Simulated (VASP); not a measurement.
# Ag (P6_3/mmc) in VASP: notebook

The runs below take Ag through single point, with PBEsol.

Program: VASP 6.6.1. These are calculated values, not measurements. Logs are shortened: lines on timing, memory, paths and dates and some standing lists are left out, and cuts for length are marked.

### Step 1. The cell of the first run

The structure is hexagonal, space group P6_3/mmc (No. 194). Conventional cell: a = 2.836 Å, b = 2.836 Å, c = 4.646 Å, α = 90.00°, β = 90.00°, γ = 120.00°. Ag (site symmetry -6m2) has 12 Ag at 2.84 Å within 3.7 Å.

### Step 2. Single point, PBEsol

Input file INCAR:

```
PREC = Accurate ; ENCUT = 520
EDIFF = 1E-6 ; ISMEAR = -1
SIGMA = 0.1 ; LREAL = False
LASPH = True ; NELM = 100
ALGO = Normal ; ISIF = 2
LWAVE = False ; LCHARG = False
GGA = PS ; NBANDS = 18
```

Input file KPOINTS:

```
regular mesh
0
Gamma
  18 18 10
```

Input file POSCAR:

```
Ag
1.0
    2.8360952839      0.0000000000      0.0000000000
   -1.4180476419      2.4561305634      0.0000000000
    0.0000000000      0.0000000000      4.6462595036
Ag
2
Direct
    0.3333333333      0.6666666667      0.2500000000
    0.6666666667      0.3333333333      0.7500000000
```

Potentials or basis: VASP PAW PBE potentials, release 64 (Ag).

Command:

```
$ cat potpaw_PBE.64/Ag/POTCAR > POTCAR
$ mpirun -np 1 vasp_std > vasp.out
```

OUTCAR:

```text
PREC = Accurate
   ENCUT = 520
   EDIFF = 1E-6
   ISMEAR = -1
   LREAL = False
   LASPH = True
   NELM = 100
   ISIF = 2
   GGA = PS

 ion  position               nearest neighbor table
   1  0.333  0.667  0.250-   2 2.84   2 2.84   2 2.84   2 2.84   2 2.84   2 2.84
   2  0.667  0.333  0.750-   1 2.84   1 2.84   1 2.84   1 2.84   1 2.84   1 2.84

  LATTYP: Found a hexagonal cell.
 ALAT       =     2.8360952839
 C/A-ratio  =     1.6382593102

  Lattice vectors:

 A1 = (   2.8360952839,   0.0000000000,   0.0000000000)
 A2 = (  -1.4180476419,   2.4561305634,   0.0000000000)
 A3 = (   0.0000000000,   0.0000000000,   4.6462595036)

Analysis of symmetry for initial positions (statically):
=====================================================================
 Subroutine PRICEL returns:
 Original cell was already a primitive cell.

 Routine SETGRP: Setting up the symmetry group for a
 hexagonal supercell.

 Subroutine GETGRP returns: Found 24 space group operations
 (whereof 12 operations were pure point group operations)
 out of a pool of 24 trial point group operations.

The static configuration has the point symmetry D_3d.
 The point group associated with its full space group is D_6h.

Analysis of symmetry for dynamics (positions and initial velocities):
=====================================================================
 Subroutine PRICEL returns:
 Original cell was already a primitive cell.

 Routine SETGRP: Setting up the symmetry group for a
 hexagonal supercell.

 Subroutine GETGRP returns: Found 24 space group operations
 (whereof 12 operations were pure point group operations)
 out of a pool of 24 trial point group operations.

The dynamic configuration has the point symmetry D_3d.
 The point group associated with its full space group is D_6h.

 Subroutine INISYM returns: Found 24 space group operations
 (whereof 12 operations are pure point group operations),
 and found     1 'primitive' translations

----------------------------------------------------------------------------------------

                                     Primitive cell

  volume of cell :      32.3650

  direct lattice vectors                    reciprocal lattice vectors
     2.836095284  0.000000000  0.000000000     0.352597462  0.203572240  0.000000000
    -1.418047642  2.456130563  0.000000000     0.000000000  0.407144480  0.000000000
     0.000000000  0.000000000  4.646259504     0.000000000  0.000000000  0.215226894

  length of vectors
     2.836095284  2.836095284  4.646259504     0.407144480  0.407144480  0.215226894

  position of ions in fractional coordinates (direct lattice)
     0.333333333  0.666666667  0.250000000
     0.666666667  0.333333333  0.750000000

  ion indices of the primitive-cell ions
   primitive index   ion index
                 1           1
                 2           2

----------------------------------------------------------------------------------------

 KPOINTS: regular mesh

Automatic generation of k-mesh.
 Grid dimensions read from file:
 generate k-points for:   18   18   10

 Generating k-lattice:

  Cartesian coordinates                     Fractional coordinates (reciprocal lattice)
     0.019588748  0.011309569  0.000000000     0.055555556  0.000000000  0.000000000
     0.000000000  0.022619138  0.000000000     0.000000000  0.055555556  0.000000000
     0.000000000  0.000000000  0.021522689     0.000000000  0.000000000  0.100000000

  Length of vectors
     0.022619138  0.022619138  0.021522689

  Shift w.r.t. Gamma in fractional coordinates (k-lattice)
     0.000000000  0.000000000  0.000000000

 Subroutine IBZKPT returns following result:
 ===========================================

 Found    222 irreducible k-points:

 Following reciprocal coordinates:
            Coordinates               Weight
  0.000000  0.000000  0.000000      1.000000
  0.055556 -0.000000  0.000000      6.000000
  0.111111 -0.000000  0.000000      6.000000
  0.166667 -0.000000  0.000000      6.000000
  0.222222 -0.000000  0.000000      6.000000
  0.277778  0.000000  0.000000      6.000000
[... 16 lines left out ...]
  0.333333  0.111111  0.000000     12.000000
  0.388889  0.111111  0.000000     12.000000
 [... further k-points ...]
   k-points           NKPTS =    222   k-points in BZ     NKDIM =    222   number of bands    NBANDS=     18
   number of dos      NEDOS =    301   number of ions     NIONS =      2
   total plane-waves  NPLWV =  20736
   dimension x,y,z NGX =    24 NGY =   24 NGZ =   36
   dimension x,y,z NGXF=    48 NGYF=   48 NGZF=   72
   ions per type =               2
   NGX,Y,Z   is equivalent  to a cutoff of  14.07, 14.07, 12.88 a.u.
   NGXF,Y,Z  is equivalent  to a cutoff of  28.14, 28.14, 25.76 a.u.
 SYSTEM =  unknown system
   PREC   = accura    normal or accurate (medium, high low for compatibility)
   ISTART =      0    job   : 0-new  1-cont  2-samecut
   ICHARG =      2    charge: 1-file 2-atom 10-const
   ISPIN  =      1    spin polarized calculation?
   LNONCOLLINEAR =      F non collinear calculations
   LSORBIT =      F    spin-orbit coupling
   LASPH  =      T    aspherical Exc in radial PAW
   ENCUT  =  520.0 eV  38.22 Ry    6.18 a.u.   5.27  5.27  8.64*2*pi/ulx,y,z
   NELM   =    100;   NELMIN=  2; NELMDL= -5     # of ELM steps
   EDIFF  = 0.1E-05   stopping-criterion for ELM
   LREAL  =      F    real-space projection
   EDIFFG = 0.1E-04   stopping-criterion for IOM
   NSW    =      0    number of steps for IOM
   IBRION =     -1    ionic relax: 0-MD 1-quasi-New 2-CG
   NFREE  =      0    steps in history (QN), initial steepest desc. (CG)
   ISIF   =      2    stress and relaxation
   ISYM   =      2    0-nonsym 1-usesym 2-fastsym
   POTIM  = 0.5000    time-step for ionic-motion
   TEBEG  =    0.0;   TEEND  =   0.0 temperature during run
   PSTRESS=    0.0 pullay stress
   NELECT =      22.0000    total number of electrons
   NUPDOWN=      -1.0000    fix difference up-down
   EMIN   =  10.00;   EMAX   =-10.00  energy-range for DOS
   EFERMI =   0.00;   METHOD = LEGACY
   ISMEAR =    -1;   SIGMA  =   0.10  broadening in eV -4-tet -1-fermi 0-gaus
   EFERMI_NEDOS =   21; number of points for ismear=-14 and -15
   IALGO  =     38    algorithm
   IMIX   =      4    mixing-type and parameters
     AMIX     =   0.40;   BMIX     =  1.00
     AMIX_MAG =   1.60;   BMIX_MAG =  1.00
  volume/ion in A,a.u.               =      16.18       109.20
  Fermi-wavevector in a.u.,A,eV,Ry     =   1.439430  2.720128 28.190701  2.071958
  Thomas-Fermi vector in A             =   2.558286
   LORBIT       =      0    0 simple, 1 ext, 2 COOP (PROOUT), +10 PAW based schemes
   GGA     = PS    functional components
   LHFCALC =     F    Hartree Fock is set to
   AEXX    =    0.0000 exact exchange contribution
   IVDW    =     0    specifies the selected vdW correction
   LEPSILON=     F    determine dielectric tensor
   LRPA    =     F    only Hartree local field effects (RPA)
 non-spin polarized calculation
  energy-cutoff  :      520.00
  volume of cell :       32.37
 maximum number of plane-waves:       885
 NGX is ok and might be reduce to    24
   NGX = 11   NGY = 11   NGZ = 17

 number of electron      22.0000003 magnetization

 Free energy of the ion-electron system (eV)
  ---------------------------------------------------
  ext. energy  EPLUGINS =         0.00000000
  ---------------------------------------------------
  free energy    TOTEN  =        -6.60363027 eV

  energy without entropy =       -6.58304377  energy(sigma->0) =       -6.59333702

 E-fermi :   8.9546     XC(G=0): -12.7259

 val. band max:        8.9425673863   @ k =   0.2778   0.2222   0.3000
 cond. band min:       8.9706736537   @ k =   0.3333   0.0556   0.4000
 fundamental gap:      0.0281062674
 Fermi energy:         8.9545901375

 k-point     1 :       0.0000    0.0000    0.0000
  band No.  band energies     occupation
      1       0.7529      2.00000
      2       2.2383      2.00000
      3       3.9889      2.00000
      4       4.1055      2.00000
      5       4.1055      2.00000
      6       4.3686      2.00000
[... 10 lines left out ...]
     17      27.8886      0.00000
     18      27.8886      0.00000

 k-point     2 :       0.0556   -0.0000    0.0000
  band No.  band energies     occupation
      1       0.8430      2.00000
      2       2.2936      2.00000
      3       3.9248      2.00000
      4       4.1559      2.00000
      5       4.1647      2.00000
      6       4.3477      2.00000
[... 10 lines left out ...]
     17      27.1604      0.00000
     18      27.8564      0.00000

 k-point     3 :       0.1111   -0.0000    0.0000
  band No.  band energies     occupation
      1       1.1055      2.00000
      2       2.4447      2.00000
      3       3.8074      2.00000
      4       4.2385      2.00000
      5       4.3032      2.00000
      6       4.3405      2.00000
[... 10 lines left out ...]
     17      26.9935      0.00000
     18      28.2253      0.00000

 k-point     4 :       0.1667   -0.0000    0.0000
  band No.  band energies     occupation
      1       1.5120      2.00000
      2       2.6371      2.00000
      3       3.6983      2.00000
      4       4.1823      2.00000
      5       4.2375      2.00000
      6       4.5198      2.00000
[... 375 lines left out ...]
      4       3.9724      2.00000
      5       4.0403      2.00000
      6       4.3372      2.00000
[... 10 lines left out ...]
     17      23.1439      0.00000
     18      25.1443      0.00000

 k-point    23 :       0.3333    0.1111    0.0000
  band No.  band energies     occupation
      1       2.6205      2.00000
      2       2.8793      2.00000
      3       2.8941      2.00000
      4       3.9946      2.00000
      5       4.3494      2.00000
      6       4.4304      2.00000
[... 10 lines left out ...]
     17      21.4828      0.00000
     18      24.6479      0.00000

 k-point    24 :       0.3889    0.1111    0.0000
  band No.  band energies     occupation
      1       2.5328      2.00000
      2       2.7626      2.00000
      3       2.8648      2.00000
      4       3.9764      2.00000
      5       4.3405      2.00000
      6       4.5606      2.00000
[... 10 lines left out ...]
     17      20.3714      0.00000
     18      24.3491      0.00000

 [... further k-points ...]

------------------------ aborting loop because EDIFF is reached ----------------------------------------

  FORCE on cell =-STRESS in cart. coord.  units (eV):
  Direction    XX          YY          ZZ          XY          YZ          ZX
  --------------------------------------------------------------------------------------
  -------------------------------------------------------------------------------------
  Total        0.7546096      0.7546096      0.7556079      0.0000000     -0.0000000      0.0000000
  in kB       37.3557241     37.3557241     37.4051466      0.0000000     -0.0000000      0.0000000
  external PRESSURE =      37.3721983 kB  Pullay stress =       0.0000000 kB

 VOLUME and BASIS-vectors are now :
 -----------------------------------------------------------------------------
  energy-cutoff  :      520.00
  volume of cell :       32.37
      direct lattice vectors                 reciprocal lattice vectors
     2.836095284  0.000000000  0.000000000     0.352597462  0.203572240  0.000000000
    -1.418047642  2.456130563  0.000000000     0.000000000  0.407144480  0.000000000
     0.000000000  0.000000000  4.646259504     0.000000000  0.000000000  0.215226894

 POSITION                                       TOTAL-FORCE (eV/Angst)
 -----------------------------------------------------------------------------------
     -0.00000      1.63742      1.16156         0.000000     -0.000000      0.000000
      1.41805      0.81871      3.48469        -0.000000      0.000000      0.000000
 -----------------------------------------------------------------------------------
    total drift:                               -0.000000      0.000000     -0.000000

  FREE ENERGIE OF THE ION-ELECTRON SYSTEM (eV)
  ---------------------------------------------------
  free  energy   TOTEN  =        -6.6036302711 eV

  energy  without entropy=       -6.5830437713  energy(sigma->0) =       -6.59333702
```

Wall time 50 s (1 thread of Intel Xeon Platinum 8488C (Sapphire Rapids), shared host); peak memory 0.23 GiB.

What came out:

* Free energy: -6.6036 eV
* Pressure: 3.7 GPa
* Band gap on the k mesh: zero (band 11 reaches 13.19 eV, above the bottom of band 12 at 5.53 eV)

Levels at points of the mesh, in eV from the Fermi level:
| k point | band 9 | band 10 | band 11 | band 12 | band 13 | band 14 |
| --- | --- | --- | --- | --- | --- | --- |
| (0.00, 0.00, 0.00) | -4.18 | -3.08 | -3.08 | -0.61 | 3.85 | 15.80 |
| (0.50, 0.00, 0.00) | -2.87 | -2.77 | 0.10 | 1.70 | 7.10 | 7.35 |
| (0.00, 0.00, 0.50) | -3.42 | -3.42 | -3.42 | -3.42 | 11.47 | 11.47 |
| (0.50, 0.00, 0.50) | -2.83 | -2.83 | 0.67 | 0.67 | 4.91 | 4.91 |

Caveat: the PAW data sets were made with another functional, which shifts forces and pressure a little.

### Step 3. Single point, PBEsol

This run uses another cell than the first one, of 16.43 Å³/atom, 1.015 times its volume.

Input file INCAR:

```
SYSTEM = Ag
PREC = Accurate
ENCUT = 520
EDIFF = 1E-6
ISMEAR = -1
SIGMA = 0.1
LREAL = .False.
LASPH = .True.
NELM = 60
ALGO = Normal
ISIF = 2
LWAVE = .False.
LCHARG = .True.
GGA = PS
LELF = .True.
LVHAR = .True.
NBANDS = 18
```

Input file KPOINTS:

```
Automatic mesh
0
Gamma
  18 18 10
  0 0 0
```

Input file POSCAR:

```
Ag
1.0
    2.8501088253      0.0000000000      0.0000000000
   -1.4250544127      2.4682666463      0.0000000000
    0.0000000000      0.0000000000      4.6699488800
Ag
2
Direct
    0.3333333333      0.6666666667      0.2500000000
    0.6666666667      0.3333333333      0.7500000000
```

Potentials or basis: VASP PAW PBE potentials, release 64 (Ag).

Command:

```
$ cat potpaw_PBE.64/Ag/POTCAR > POTCAR
$ mpirun -np 1 vasp_std > vasp.out
```

OUTCAR:

```text
SYSTEM = Ag
   PREC = Accurate
   ENCUT = 520
   EDIFF = 1E-6
   ISMEAR = -1
   LREAL = .False.
   LASPH = .True.
   NELM = 60
   ISIF = 2
   GGA = PS

 ion  position               nearest neighbor table
   1  0.333  0.667  0.250-   2 2.86   2 2.86   2 2.86   2 2.86   2 2.86   2 2.86
   2  0.667  0.333  0.750-   1 2.86   1 2.86   1 2.86   1 2.86   1 2.86   1 2.86

  LATTYP: Found a hexagonal cell.
 ALAT       =     2.8501088253
 C/A-ratio  =     1.6385159888

  Lattice vectors:

[... 692 lines left out ...]

------------------------ aborting loop because EDIFF is reached ----------------------------------------

  FORCE on cell =-STRESS in cart. coord.  units (eV):
  Direction    XX          YY          ZZ          XY          YZ          ZX
  --------------------------------------------------------------------------------------
  -------------------------------------------------------------------------------------
  Total        0.3590871      0.3590871      0.3597108     -0.0000000      0.0000000      0.0000000
  in kB       17.5123646     17.5123646     17.5427823     -0.0000000      0.0000000      0.0000000
  external PRESSURE =      17.5225038 kB  Pullay stress =       0.0000000 kB

 VOLUME and BASIS-vectors are now :
 -----------------------------------------------------------------------------
  energy-cutoff  :      520.00
  volume of cell :       32.85
      direct lattice vectors                 reciprocal lattice vectors
     2.850108825  0.000000000  0.000000000     0.350863795  0.202571307  0.000000000
    -1.425054413  2.468266646  0.000000000     0.000000000  0.405142614  0.000000000
     0.000000000  0.000000000  4.669948880     0.000000000  0.000000000  0.214135106

 POSITION                                       TOTAL-FORCE (eV/Angst)
 -----------------------------------------------------------------------------------
     -0.00000      1.64551      1.16749         0.000000     -0.000000      0.000000
      1.42505      0.82276      3.50246        -0.000000      0.000000      0.000000
 -----------------------------------------------------------------------------------
    total drift:                               -0.000000      0.000000     -0.000000

  FREE ENERGIE OF THE ION-ELECTRON SYSTEM (eV)
  ---------------------------------------------------
  free  energy   TOTEN  =        -6.6122617969 eV

  energy  without entropy=       -6.5917297422  energy(sigma->0) =       -6.60199577
```

stdout:

```text
POSCAR found type information on POSCAR Ag
 POSCAR found :  1 types and       2 ions
 scaLAPACK will be used
 -----------------------------------------------------------------------------
|                                                                             |
|                                                                             |
|     You enforced a specific xc type in the INCAR file but a different       |
|     I HOPE YOU KNOW WHAT YOU ARE DOING!                                     |
|                                                                             |
 -----------------------------------------------------------------------------

 LDA part: xc-table for (Slater+PW92), standard interpolation
 POSCAR, INCAR and KPOINTS ok, starting setup
 FFT: planning ... GRIDC
 FFT: planning ... GRID_SOFT
 FFT: planning ... GRID
 WAVECAR not read
 entering main loop
```

It took 60 s on 1 thread of Intel Xeon Platinum 8488C (Sapphire Rapids), shared host; peak memory 0.24 GiB.

What came out:

```yaml
Free_energy: -6.6123 eV
Pressure: 1.8 GPa
Band_gap_on_the_k_mesh: zero (band 11 reaches 12.93 eV, above the bottom of band 12 at 5.34 eV)
```

Caveat: the PAW data sets were made with another functional, which shifts forces and pressure a little.

(Part 1 of 2 ends here.)
